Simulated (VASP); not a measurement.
# C: single point with PBEsol

Crystal: C.

```
C
1.0
     5.92159    0.00000    0.00000
    -2.96079    5.12824    0.00000
     0.00000    0.00000    1.28275
C
3
Direct
  0.00000 0.00000 0.00000
  0.33333 0.66667 0.50000
  0.66667 0.33333 0.50000
```

```yaml
Program: VASP 6.6.1
Task: single point
Functional: PBEsol
Potentials_or_basis: VASP PAW PBE potentials, release 64 (C)
Cutoff: 520 eV
k_mesh: 11 × 11 × 15
Occupations: fermi-dirac, width 0.1 eV
Spin: no spin polarisation
Dipole_correction: no
Further_INCAR_settings: ALGO = Normal; EDIFF = 1e-06; NBANDS = 13
```

```yaml
Pressure: 0.0 GPa
Band_gap_on_the_k_mesh: zero (band 6 reaches 10.05 eV, above the bottom of band 7 at -4.89 eV)
```

Levels at points of the mesh, in eV from the Fermi level:
| k point | band 4 | band 5 | band 6 | band 7 | band 8 | band 9 | band 10 | band 11 |
| --- | --- | --- | --- | --- | --- | --- | --- | --- |
| (0.00, 0.00, 0.00) | -5.93 | -5.93 | -5.93 | -5.93 | -4.44 | -4.44 | 4.96 | 9.52 |

Wall time 32 s on 1 thread of Intel Xeon 6975P-C, on a shared host, peak memory 0.18 GiB.

Caveat: the PAW data sets were made with another functional, which shifts forces and pressure a little.
